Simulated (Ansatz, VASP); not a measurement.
## Two plane-wave programs on NaAg

File INCAR:

```
PREC = Accurate
ENCUT = 600
EDIFF = 1E-7
ISMEAR = -1
SIGMA = 0.15
LREAL = F
LASPH = T
NELM = 100
ALGO = Normal
ISIF = 3
LWAVE = F
LCHARG = F
GGA = PE
IBRION = 2
NSW = 80
EDIFFG = -0.001
```

Contents of KPOINTS:

```
regular mesh
0
Gamma
  15 15 8
```

POSCAR

```
NaAg
1.0
    3.0993941501      0.0000000000      0.0000000000
   -1.5496970750      2.6841540704      0.0000000000
    0.0000000000      0.0000000000      5.1606960837
Na Ag
1 1
Direct
    0.3333333333      0.6666666667      0.5000000000
    0.0000000000      0.0000000000      0.0000000000
```

Input for Ansatz:

```yaml
crystal:
  lattice:
    - [3.0993941501, 0.0, 0.0]
    - [-1.549697075, 2.6841540704, 0.0]
    - [0.0, 0.0, 5.1606960837]
  atoms:
    - { symbol: Na, position: [0.3333333333, 0.6666666667, 0.5] }
    - { symbol: Ag, position: [0.0, 0.0, 0.0] }
basis:
  ecutwfc: 420
kpoints:
  mp_grid: { grid: [15, 15, 8] }
hamiltonian:
  xc: pbe
scf:
  occupations: { method: fermi_dirac, width: 0.15 }
output:
  forces: true
  stress: true
  eigenvalues: true
relax:
  adjacent_minimum: "off"
  f_tol: 0.001
  max_steps: 60
  cell: { stress_tol: 0.01 }
```

Alike in both runs: task relaxation of cell and atoms; functional PBE; k mesh 15 × 15 × 8; occupations fermi-dirac, width 0.15 eV; no spin polarisation.

```csv
,VASP,Ansatz
version,VASP 6.6.1,Ansatz 0.2.0
potentials or method,"VASP PAW PBE potentials, release 64 (Na_pv, Ag), cutoff 600 eV","scalar-relativistic, plane waves, PAW"
valence electrons in the cell,18,28
```

Ansatz gave:

| Quantity | Value |
| --- | --- |
| gap on the k mesh at the Fermi level, each at its own relaxed structure (eV) | none |
| relaxed volume (Å³/atom) | 21.49 |
| relaxed length of the cell vector where the two differ most in proportion (Å) | 3.107 |

Problem. Which values does VASP return?

Solution. gap on the k mesh at the Fermi level, each at its own relaxed structure (eV): none; relaxed volume (Å³/atom): 21.51; relaxed length of the cell vector where the two differ most in proportion (Å): 3.108.

A gap of «none» marks a metal or a gap that the smearing closes. VASP's potentials hold 18 valence electrons a cell and Ansatz's 28, so a difference there can come from the potentials and not from the codes.
